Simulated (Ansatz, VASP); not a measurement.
Two plane-wave programs on AlGa3N4

File INCAR:

```
SYSTEM = AlGa3N4
ALGO = Normal
EDIFF = 1E-6
ENCUT = 520
ISIF = 2
ISMEAR = 0
LASPH = .TRUE.
LCHARG = .TRUE.
LELF = .TRUE.
LREAL = .FALSE.
LVHAR = .TRUE.
LWAVE = .FALSE.
NBANDS = 41
NELM = 100
PREC = Accurate
SIGMA = 0.05
```

Contents of KPOINTS:

```
k-points
0
G
  6 6 6
  0 0 0
```

File POSCAR:

```
AlGa3N4
1.0
    4.3827324496     -0.2573710755     -0.2573710755
   -0.2573710755      4.3827324496     -0.2573710755
   -0.2573710755     -0.2573710755      4.3827324496
Al Ga N
1 3 4
Direct
    0.0000000000      0.0000000000      0.0000000000
    0.5000000000      0.5000000000      0.0000000000
    0.5000000000      0.0000000000      0.5000000000
    0.0000000000      0.5000000000      0.5000000000
    0.7548078379      0.7548078379      0.2451921621
    0.7548078379      0.2451921621      0.7548078379
    0.2451921621      0.7548078379      0.7548078379
    0.2451921621      0.2451921621      0.2451921621
```

Input for Ansatz:

```yaml
crystal:
  lattice:
    - [4.3827324496, -0.2573710755, -0.2573710755]
    - [-0.2573710755, 4.3827324496, -0.2573710755]
    - [-0.2573710755, -0.2573710755, 4.3827324496]
  atoms:
    - { symbol: Al, position: [0.0, 0.0, 0.0] }
    - { symbol: Ga, position: [0.5, 0.5, 0.0] }
    - { symbol: Ga, position: [0.5, 0.0, 0.5] }
    - { symbol: Ga, position: [0.0, 0.5, 0.5] }
    - { symbol: "N", position: [0.7548078379, 0.7548078379, 0.2451921621] }
    - { symbol: "N", position: [0.7548078379, 0.2451921621, 0.7548078379] }
    - { symbol: "N", position: [0.2451921621, 0.7548078379, 0.7548078379] }
    - { symbol: "N", position: [0.2451921621, 0.2451921621, 0.2451921621] }
basis:
  ecutwfc: 520.0
kpoints:
  mp_grid: { grid: [6, 6, 6] }
hamiltonian:
  xc: lda
  pseudopotentials: { kind: paw, azcp: { folder: soft_1 } }
scf:
  occupations: { method: gaussian, width: 0.05 }
output:
  forces: true
  stress: true
  eigenvalues: true
```

Alike in both runs: task single point; functional LDA; k mesh 6 × 6 × 6; occupations gaussian, width 0.05 eV; no spin polarisation.

```csv
,VASP,Ansatz
version,VASP 6.6.1,Ansatz 0.2.0
potentials or method,"VASP PAW LDA potentials, release 64 (Al, Ga_d, N), cutoff 520 eV","scalar-relativistic, plane waves, PAW"
valence electrons in the cell,62,62
```

|  | VASP | Ansatz | Ansatz less VASP |
| --- | --- | --- | --- |
| gap on the k mesh at the Fermi level (eV) | 1.99 | 2.00 | +0.004 |
| least direct gap on the mesh (eV) | 1.99 | 2.00 | +0.004 |
| pressure (GPa) | 22.3 | 21.1 | -1.21 |
| traceless stress, the component that is largest in VASP (GPa) | 35.24 | 34.83 | -0.410 |
| rms of the force components (eV/Å) | 2.739 | 2.685 | -0.0541 |

Ansatz warns that its potentials were made for another functional, while VASP's fit it. LDA's correlation is that of Perdew and Zunger in VASP and of Perdew and Wang (1992) in Ansatz. Atom by atom the forces differ by 0.055 eV/Å (rms over components).
